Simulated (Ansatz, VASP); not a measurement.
# GdN: VASP beside Ansatz

Contents of INCAR:

```
SYSTEM = GdN
PREC = Accurate ; ENCUT = 520
EDIFF = 1E-6 ; ISMEAR = 0
SIGMA = 0.05 ; LREAL = .FALSE.
LASPH = .TRUE. ; NELM = 150
ALGO = Normal ; ISIF = 2
LWAVE = .FALSE. ; LCHARG = .TRUE.
ISPIN = 2 ; MAGMOM = 7 -7 0 0
LORBIT = 11 ; LMAXMIX = 6
LDAU = .TRUE. ; LDAUTYPE = 2
LDAUL = 3 -1 ; LDAUU = 6 0
LDAUJ = 0 0 ; LDAUPRINT = 1
GGA = PE ; LELF = .TRUE.
LVHAR = .TRUE. ; NBANDS = 35
```

The input KPOINTS:

```
Automatic mesh
0
G
  8 8 8
  0 0 0
```

File POSCAR:

```
GdN
1.0
    4.3247826489      0.0000000000      0.0000000000
    0.0000000000      4.3247826489      0.0000000000
    0.0000000000      0.0000000000      3.5938191369
Gd N
2 2
Direct
    0.5000000000      0.0000000000      0.2439616392
    0.0000000000      0.5000000000      0.7560383608
    0.0000000000      0.0000000000      0.0000000000
    0.5000000000      0.5000000000      0.0000000000
```

Input for Ansatz:

```yaml
crystal:
  lattice:
    - [4.3247826489, 0.0, 0.0]
    - [0.0, 4.3247826489, 0.0]
    - [0.0, 0.0, 3.5938191369]
  atoms:
    - { symbol: Gd, position: [0.5, 0.0, 0.2439616392], spin: 7.0 }
    - { symbol: Gd, position: [0.0, 0.5, 0.7560383608], spin: -7.0 }
    - { symbol: "N", position: [0.0, 0.0, 0.0] }
    - { symbol: "N", position: [0.5, 0.5, 0.0] }
basis:
  ecutwfc: 420
  ecutrho_ratio: 4
kpoints:
  mp_grid: { grid: [8, 8, 8] }
hamiltonian:
  xc: pbe
  hubbard: { sites: [{ species: Gd, l: f, u_eff: 6.0 }] }
scf:
  occupations: { method: gaussian, width: 0.05 }
  lower_state_search: "off"
output:
  forces: true
  stress: true
  eigenvalues: true
  populations: true
  hubbard: { sites: [{ species: Gd, l: f }] }
  write_density: true
  write_potential: true
  elf: true
  volumetric_format: npy
magnetization:
  spin_polarized: true
checkpoint:
  read: start.run
  write: ck
  compress: false
  write_wavefunctions: false
  write_every: 100000
```

Alike in both runs: task single point; functional PBE; k mesh 8 × 8 × 8; occupations gaussian, width 0.05 eV; collinear spin; Hubbard terms Gd f U = 6.0 eV.

```csv
,VASP,Ansatz
version,VASP 6.6.1,Ansatz 0.2.0
potentials or method,"VASP PAW PBE potentials, release 64 (Gd, N), cutoff 520 eV","scalar-relativistic, plane waves, PAW"
valence electrons in the cell,46,46
```

Ansatz gave:

* gap on the k mesh at the Fermi level (eV): 0.67
* least direct gap on the mesh (eV): 0.95
* pressure (GPa): -0.1
* traceless stress, the component that is largest in VASP (GPa): 0.06
* rms of the force components (eV/Å): 0.004
* net moment per atom (μB): 0.00
* size of the moment on the site where the two differ most (μB): 6.87

Task: What did VASP give for the same quantities?

Result: gap on the k mesh at the Fermi level (eV): 0.66; least direct gap on the mesh (eV): 0.95; pressure (GPa): 0.1; traceless stress, the component that is largest in VASP (GPa): -0.17; rms of the force components (eV/Å): 0.021; net moment per atom (μB): 0.00; size of the moment on the site where the two differ most (μB): 6.85.

Site moments also hang on the region over which each program counts them. The programs project onto different local orbitals, so the same U acts differently, and such runs can settle in different states. Atom by atom the forces differ by 0.017 eV/Å (rms over components).

Neither program's run includes spin-orbit coupling.
